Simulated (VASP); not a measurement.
# Se (C2/m) in VASP: relaxation of cell and atoms with r2SCAN

Aim: the relaxation of cell and atoms of Se with r2SCAN.

Program: VASP 6.6.1. These are calculated values, not measurements. Logs are shortened: lines on timing, memory, paths and dates and some standing lists are left out, and cuts for length are marked.

## 1. The cell of the first run

It takes space group C2/m (No. 12, monoclinic). Conventional cell: a = 7.766 Å, b = 4.349 Å, c = 3.631 Å, α = 90.00°, β = 91.89°, γ = 90.00°. Se (site symmetry m) has 14 Se at 2.74 to 3.67 Å within 3.7 Å. Se (site symmetry 2/m) has 14 Se at 2.74 to 3.63 Å within 3.7 Å.

## 2. Relaxation of cell and atoms, r2SCAN

The input, POSCAR:

```
Se
1.0
    0.0000000000      4.3489740000      0.0000000000
    3.8828430000     -2.1744870000      0.0000000000
   -0.1196280000      0.0000000000     -3.6290510000
Se
3
Direct
    0.3240000000      0.6480000000      0.3250000000
    0.6760000000      0.3520000000      0.6750000000
    0.0000000000      0.0000000000      0.0000000000
```

The input, INCAR.step1:

```
SYSTEM = Se
ALGO = Normal ; EDIFF = 1E-4
ENCUT = 600 ; GGA = PE
ISMEAR = -1 ; LASPH = .TRUE.
LCHARG = .FALSE. ; LREAL = .FALSE.
LWAVE = .TRUE. ; NELM = 80
PREC = Accurate ; SIGMA = 0.1
```

The input, INCAR.step2:

```
SYSTEM = Se
ALGO = Normal ; EDIFF = 1E-6
EDIFFG = -0.01 ; ENCUT = 600
IBRION = 2 ; ISIF = 3
ISMEAR = -1 ; ISTART = 1
LASPH = .TRUE. ; LCHARG = .FALSE.
LMIXTAU = .TRUE. ; LREAL = .FALSE.
LWAVE = .FALSE. ; METAGGA = R2SCAN
NELM = 80 ; NSW = 80
PREC = Accurate ; SIGMA = 0.1
```

The input, KPOINTS:

```
k-points
0
G
  5 5 5
  0 0 0
```

Potentials or basis: VASP PAW PBE potentials, release 64 (Se).

Started as:

```console
> cat potpaw_PBE.64/Se/POTCAR > POTCAR
> cp INCAR.step1 INCAR
> mpirun -np 1 vasp_std > vasp.out
> cp INCAR.step2 INCAR
> mpirun -np 1 vasp_std > vasp.out
```

OUTCAR:

```text
SYSTEM = Se
   EDIFF = 1E-6
   EDIFFG = -0.01
   ENCUT = 600
   IBRION = 2
   ISIF = 3
   ISMEAR = -1
   ISTART = 1
   LASPH = .TRUE.
   LREAL = .FALSE.
   METAGGA = R2SCAN
   NELM = 80
   NSW = 80
   PREC = Accurate

 ion  position               nearest neighbor table
   1  0.324  0.648  0.325-   3 2.74   2 2.79   2 2.79
   2  0.676  0.352  0.675-   3 2.74   1 2.79   1 2.79
   3  0.000  0.000  0.000-   1 2.74   2 2.74

  LATTYP: Found a base centered monoclinic cell.
 ALAT       =     7.7656860000
 B/A-ratio  =     0.5600244460
 C/A-ratio  =     0.4675726230
 COS(beta)  =    -0.0329460946

  Lattice vectors:

 A1 = (   3.8828430000,   2.1744870000,   0.0000000000)
 A2 = (   3.8828430000,  -2.1744870000,   0.0000000000)
 A3 = (  -0.1196280000,   0.0000000000,  -3.6290510000)

Analysis of symmetry for initial positions (statically):
=====================================================================
 Subroutine PRICEL returns:
 Original cell was already a primitive cell.

 Routine SETGRP: Setting up the symmetry group for a
 base centered monoclinic supercell.

 Subroutine GETGRP returns: Found  4 space group operations
 (whereof  4 operations were pure point group operations)
 out of a pool of  4 trial point group operations.

The static configuration has the point symmetry C_2h.

Analysis of symmetry for dynamics (positions and initial velocities):
=====================================================================
 Subroutine PRICEL returns:
 Original cell was already a primitive cell.

 Routine SETGRP: Setting up the symmetry group for a
 base centered monoclinic supercell.

 Subroutine GETGRP returns: Found  4 space group operations
 (whereof  4 operations were pure point group operations)
 out of a pool of  4 trial point group operations.

The dynamic configuration has the point symmetry C_2h.

 Subroutine INISYM returns: Found  4 space group operations
 (whereof  4 operations are pure point group operations),
 and found     1 'primitive' translations

----------------------------------------------------------------------------------------

                                     Primitive cell

  volume of cell :      61.2815

  direct lattice vectors                    reciprocal lattice vectors
     0.000000000  4.348974000  0.000000000     0.128771624  0.229939291 -0.004244827
     3.882843000 -2.174487000  0.000000000     0.257543249  0.000000000 -0.008489653
    -0.119628000  0.000000000 -3.629051000     0.000000000  0.000000000 -0.275554132

  length of vectors
     4.348974000  4.450265551  3.631022173     0.263575848  0.257683137  0.275554132

  position of ions in fractional coordinates (direct lattice)
     0.324000000  0.648000000  0.325000000
     0.676000000  0.352000000  0.675000000
     0.000000000  0.000000000  0.000000000

  ion indices of the primitive-cell ions
   primitive index   ion index
                 1           1
                 2           2
                 3           3

----------------------------------------------------------------------------------------

 KPOINTS: k-points

Automatic generation of k-mesh.
 Grid dimensions read from file:
 generate k-points for:    5    5    5

 Generating k-lattice:

  Cartesian coordinates                     Fractional coordinates (reciprocal lattice)
     0.025754325  0.045987858 -0.000848965     0.200000000  0.000000000 -0.000000000
     0.051508650  0.000000000 -0.001697931     0.000000000  0.200000000 -0.000000000
     0.000000000  0.000000000 -0.055110826     0.000000000  0.000000000  0.200000000

  Length of vectors
     0.052715170  0.051536627  0.055110826

  Shift w.r.t. Gamma in fractional coordinates (k-lattice)
     0.000000000  0.000000000  0.000000000

 Subroutine IBZKPT returns following result:
 ===========================================

 Found     39 irreducible k-points:

 Following reciprocal coordinates:
            Coordinates               Weight
  0.000000  0.000000  0.000000      1.000000
  0.200000  0.000000  0.000000      4.000000
  0.400000  0.000000  0.000000      4.000000
  0.000000  0.200000  0.000000      2.000000
  0.200000  0.200000  0.000000      4.000000
  0.400000  0.200000  0.000000      4.000000
[... 16 lines left out ...]
  0.200000 -0.400000  0.200000      4.000000
  0.000000 -0.200000  0.200000      2.000000
 [... further k-points ...]
   k-points           NKPTS =     39   k-points in BZ     NKDIM =     39   number of bands    NBANDS=     13
   number of dos      NEDOS =    301   number of ions     NIONS =      3
   total plane-waves  NPLWV =  38880
   dimension x,y,z NGX =    36 NGY =   36 NGZ =   30
   dimension x,y,z NGXF=    72 NGYF=   72 NGZF=   60
   ions per type =               3
   NGX,Y,Z   is equivalent  to a cutoff of  13.76, 13.45, 13.74 a.u.
   NGXF,Y,Z  is equivalent  to a cutoff of  27.52, 26.90, 27.47 a.u.
 SYSTEM =  Se
   PREC   = accura    normal or accurate (medium, high low for compatibility)
   ISTART =      1    job   : 0-new  1-cont  2-samecut
   ICHARG =      0    charge: 1-file 2-atom 10-const
   ISPIN  =      1    spin polarized calculation?
   LNONCOLLINEAR =      F non collinear calculations
   LSORBIT =      F    spin-orbit coupling
   LASPH  =      T    aspherical Exc in radial PAW
   ENCUT  =  600.0 eV  44.10 Ry    6.64 a.u.   8.69  8.89  7.25*2*pi/ulx,y,z
   NELM   =     80;   NELMIN=  2; NELMDL=  0     # of ELM steps
   EDIFF  = 0.1E-05   stopping-criterion for ELM
   LREAL  =      F    real-space projection
   EDIFFG = -.1E-01   stopping-criterion for IOM
   NSW    =     80    number of steps for IOM
   IBRION =      2    ionic relax: 0-MD 1-quasi-New 2-CG
   NFREE  =      1    steps in history (QN), initial steepest desc. (CG)
   ISIF   =      3    stress and relaxation
   ISYM   =      2    0-nonsym 1-usesym 2-fastsym
   POTIM  = 0.5000    time-step for ionic-motion
   TEBEG  =    0.0;   TEEND  =   0.0 temperature during run
   PSTRESS=    0.0 pullay stress
   NELECT =      18.0000    total number of electrons
   NUPDOWN=      -1.0000    fix difference up-down
   EMIN   =  10.00;   EMAX   =-10.00  energy-range for DOS
   EFERMI =   0.00;   METHOD = LEGACY
   ISMEAR =    -1;   SIGMA  =   0.10  broadening in eV -4-tet -1-fermi 0-gaus
   EFERMI_NEDOS =   21; number of points for ismear=-14 and -15
   IALGO  =     38    algorithm
   IMIX   =      4    mixing-type and parameters
     AMIX     =   0.40;   BMIX     =  1.00
     AMIX_MAG =   1.60;   BMIX_MAG =  1.00
  volume/ion in A,a.u.               =      20.43       137.85
  Fermi-wavevector in a.u.,A,eV,Ry     =   1.088234  2.056465 16.112754  1.184254
  Thomas-Fermi vector in A             =   2.224411
   LORBIT       =      0    0 simple, 1 ext, 2 COOP (PROOUT), +10 PAW based schemes
   METAGGA = R2SCAN    functional components
   LHFCALC =     F    Hartree Fock is set to
   AEXX    =    0.0000 exact exchange contribution
   IVDW    =     0    specifies the selected vdW correction
   LEPSILON=     F    determine dielectric tensor
   LRPA    =     F    only Hartree local field effects (RPA)
 conjugate gradient relaxation of ions
 non-spin polarized calculation
  energy-cutoff  :      600.00
  volume of cell :       61.28
 maximum number of plane-waves:      2064
   NGX = 17   NGY = 17   NGZ = 15

--------------------------------------- Ionic step        1  -------------------------------------------

 number of electron      17.9999999 magnetization

 Free energy of the ion-electron system (eV)
  ---------------------------------------------------
  ext. energy  EPLUGINS =         0.00000000
  ---------------------------------------------------
  free energy    TOTEN  =       -41.69265863 eV

  energy without entropy =      -41.64762540  energy(sigma->0) =      -41.67014201

------------------------ aborting loop because EDIFF is reached ----------------------------------------

  FORCE on cell =-STRESS in cart. coord.  units (eV):
  Direction    XX          YY          ZZ          XY          YZ          ZX
  --------------------------------------------------------------------------------------
  -------------------------------------------------------------------------------------
  Total       -1.3062087     -0.4522961      3.9509661      0.0000000      0.0000000     -0.4999376
  in kB      -34.1502151    -11.8250686    103.2961597      0.0000000      0.0000000    -13.0706341
  external PRESSURE =      19.1069587 kB  Pullay stress =       0.0000000 kB
[... 22 lines left out ...]
  energy  without entropy=      -41.6476253972  energy(sigma->0) =      -41.67014201

--------------------------------------- Ionic step        2  -------------------------------------------

 number of electron      18.0000000 magnetization

 E-fermi :   5.0664     XC(G=0): -10.8125

 val. band max:        5.0240524824   @ k =  -0.4000   0.2000   0.4000
 cond. band min:       5.0761204117   @ k =   0.0000   0.0000   0.2000
 fundamental gap:      0.0520679293
 Fermi energy:         5.0664437722

 k-point     1 :       0.0000    0.0000    0.0000
  band No.  band energies     occupation
      1     -11.9313      2.00000
      2      -6.7484      2.00000
      3      -6.7030      2.00000
      4       0.4087      2.00000
      5       0.6084      2.00000
      6       1.1839      2.00000
      7       1.2065      2.00000
      8       2.5114      2.00000
      9       2.7219      2.00000
     10       6.1511      0.00004
     11       7.7063      0.00000
     12       7.8695      0.00000
     13      12.8409      0.00000
[... 435 lines left out ...]
  FREE ENERGIE OF THE ION-ELECTRON SYSTEM (eV)
  ---------------------------------------------------
  free  energy   TOTEN  =       -42.0717325291 eV

  energy  without entropy=      -42.0266202404  energy(sigma->0) =      -42.04917638

[... ionic steps 4 to 30 ...]

--------------------------------------- Ionic step       31  -------------------------------------------

 number of electron      18.0000002 magnetization

------------------------ aborting loop because EDIFF is reached ----------------------------------------

  FORCE on cell =-STRESS in cart. coord.  units (eV):
  Direction    XX          YY          ZZ          XY          YZ          ZX
  --------------------------------------------------------------------------------------
  -------------------------------------------------------------------------------------
  Total        0.0205761      0.0049503      0.0334664      0.0000000      0.0000000      0.0338646
  in kB        0.4772782      0.1148254      0.7762781      0.0000000      0.0000000      0.7855159
  external PRESSURE =       0.4561272 kB  Pullay stress =       0.0000000 kB
[... 59 lines left out ...]
  energy  without entropy=      -42.2598116745  energy(sigma->0) =      -42.26773773

--------------------------------------- Ionic step       33  -------------------------------------------

 number of electron      18.0000002 magnetization

 Free energy of the ion-electron system (eV)
  ---------------------------------------------------
  ext. energy  EPLUGINS =         0.00000000
  ---------------------------------------------------
  free energy    TOTEN  =       -42.27566332 eV

  energy without entropy =      -42.25980816  energy(sigma->0) =      -42.26773574

 E-fermi :   4.3112     XC(G=0): -10.2981

 val. band max:        4.1852981017   @ k =   0.0000   0.0000   0.4000
 cond. band min:       4.3659524005   @ k =   0.0000  -0.2000   0.2000
 fundamental gap:      0.1806542988
 Fermi energy:         4.3112314276

 k-point     1 :       0.0000    0.0000    0.0000
  band No.  band energies     occupation
      1     -12.5698      2.00000
      2      -8.4352      2.00000
      3      -8.1146      2.00000
      4       0.3568      2.00000
      5       0.4493      2.00000
      6       1.5060      2.00000
      7       1.8875      2.00000
      8       2.4008      2.00000
      9       2.9718      2.00000
     10       5.2867      0.00012
     11       5.4169      0.00003
     12       6.0649      0.00000
     13      10.5770      0.00000
[... 398 lines left out ...]
  FREE ENERGIE OF THE ION-ELECTRON SYSTEM (eV)
  ---------------------------------------------------
  free  energy   TOTEN  =       -42.2756633158 eV

  energy  without entropy=      -42.2598081604  energy(sigma->0) =      -42.26773574

 reached required accuracy - stopping structural energy minimisation
```

Run time: 19 min. Hardware: 1 thread of Intel Xeon 6975P-C (Granite Rapids), shared host; peak memory 0.22 GiB.

What came out:

- Free energy: -42.2757 eV
- Relaxed volume: 23.05 Å³/atom
- Relaxed cell: a = 3.843 Å, b = 3.987 Å, c = 5.156 Å, α = 92.42°, β = 90.00°, γ = 118.81°
- Space group after relaxing (to 0.1 Å): C2/m (No. 12)
- Energy gained by relaxing: 194.3 meV/atom
- Ionic steps: 33
- Pressure after relaxing: 0.0 GPa
- Largest force after relaxing: 0.005 eV/Å
- Band gap on the k mesh: zero (bands 9 and 10 overlap by 0.32 eV)

Forces on the atoms (eV/Å):
```
Se  -0.005  0.000  0.000
Se   0.005  0.000  0.000
Se   0.000  0.000  0.000
```

Step by step:
| step | energy change (eV) | largest force (eV/Å) | pressure (GPa) | volume (Å³) |
| --- | --- | --- | --- | --- |
| 1 | 0.0000 | 0.2472 | 1.91 | 61.28 |
| 2 | -0.2211 | 0.1741 | 0.48 | 63.34 |
| 3 | -0.3791 | 0.0504 | -0.62 | 65.74 |
| 4 | -0.4625 | 0.2154 | -2.75 | 69.50 |
| 5 | -0.4624 | 0.1797 | -2.27 | 68.84 |
| 6 | -0.4844 | 0.0904 | 3.33 | 64.42 |
| 7 | -0.5010 | 0.1301 | 0.91 | 66.14 |
| 8 | -0.5157 | 0.0651 | 0.16 | 66.91 |
| 9 | -0.5185 | 0.1227 | -0.43 | 67.49 |
| 10 | -0.5221 | 0.1517 | 0.31 | 66.88 |
| 11 | -0.5222 | 0.1553 | 0.40 | 66.80 |
| 12 | -0.5275 | 0.1938 | 0.20 | 67.05 |
| 13 | -0.5429 | 0.2622 | -0.24 | 67.72 |
| 14 | -0.5346 | 0.2957 | -0.70 | 68.81 |
| 15 | -0.5495 | 0.2959 | -0.37 | 68.01 |
| 16 | -0.5521 | 0.3047 | -0.57 | 68.43 |
| 17 | -0.5527 | 0.3080 | -0.49 | 68.24 |
| 18 | -0.5564 | 0.2925 | -0.36 | 68.23 |
| 19 | -0.5596 | 0.2545 | -0.09 | 68.20 |
| 20 | -0.5640 | 0.2247 | 0.04 | 68.16 |
| 21 | -0.5733 | 0.1168 | 0.45 | 68.02 |
| 22 | -0.5720 | 0.1709 | 1.35 | 67.73 |
| 23 | -0.5762 | 0.0127 | 0.84 | 67.90 |
| 24 | -0.5806 | 0.0039 | 0.25 | 68.54 |
| 25 | -0.5814 | 0.0051 | -0.14 | 68.99 |
| 26 | -0.5819 | 0.0057 | -0.03 | 68.93 |
| 27 | -0.5821 | 0.0296 | 0.23 | 68.81 |
| 28 | -0.5822 | 0.0195 | 0.12 | 68.86 |
| 29 | -0.5827 | 0.0117 | 0.10 | 68.93 |
| 30 | -0.5830 | 0.0089 | 0.04 | 69.08 |
| 31 | -0.5830 | 0.0075 | 0.05 | 69.07 |
| 32 | -0.5830 | 0.0051 | -0.03 | 69.14 |
| 33 | -0.5830 | 0.0051 | -0.02 | 69.15 |

Final structure:
```xyz
3
Lattice="0.0000 3.8431 0.0000 3.4936 -1.9215 0.0212 -0.2170 0.0000 -5.1514" Properties=species:S:1:pos:R:3 pbc="T T T"
Se    2.0142    0.0000   -1.7722
Se    1.2624    1.9215   -3.3580
Se    0.0000    0.0000    0.0000
```

Levels at points of the mesh, in eV from the Fermi level:
| k point | band 6 | band 7 | band 8 | band 9 | band 10 | band 11 | band 12 | band 13 |
| --- | --- | --- | --- | --- | --- | --- | --- | --- |
| (0.00, 0.00, 0.00) | -2.81 | -2.42 | -1.91 | -1.34 | 0.98 | 1.11 | 1.75 | 6.27 |

Caveat: a cell axis changed by over 15 % at a fixed basis, so the end point is rough; the PAW data sets were made with another functional, which shifts forces and pressure a little.
